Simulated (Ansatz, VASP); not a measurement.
# SnTe in VASP and in Ansatz

```
Sn Te
1.0
     0.00000    3.58398    3.58398
     3.58398    0.00000    3.58398
     3.58398    3.58398    0.00000
Sn Te
1 1
Cartesian
  0.0000 0.0000 0.0000
  1.7920 1.7920 1.7920
```

Alike in both runs: task single point; functional r2SCAN; k mesh 4 × 4 × 4; occupations gaussian, width 0.001 eV; no spin polarisation.

|  | VASP | Ansatz |
| --- | --- | --- |
| version | VASP 6.6.1 | Ansatz 0.2.0 |
| potentials or method | VASP PAW PBE potentials, release 64 (Sn_d, Te) | plane waves |
| plane-wave cutoff (eV) | 520 | 500 |
| valence electrons in the cell | 20 | 30 |

|  | VASP | Ansatz | Ansatz less VASP |
| --- | --- | --- | --- |
| gap on the k mesh at the Fermi level (eV) | 0.09 | 0.09 | +0.003 |
| pressure (GPa) | -0.1 | -0.1 | +0.01 |

VASP's potentials were made for PBE, not for r2SCAN. VASP's potentials hold 20 valence electrons a cell and Ansatz's 30, so a difference there can come from the potentials and not from the codes.

Spin-orbit coupling is off throughout.
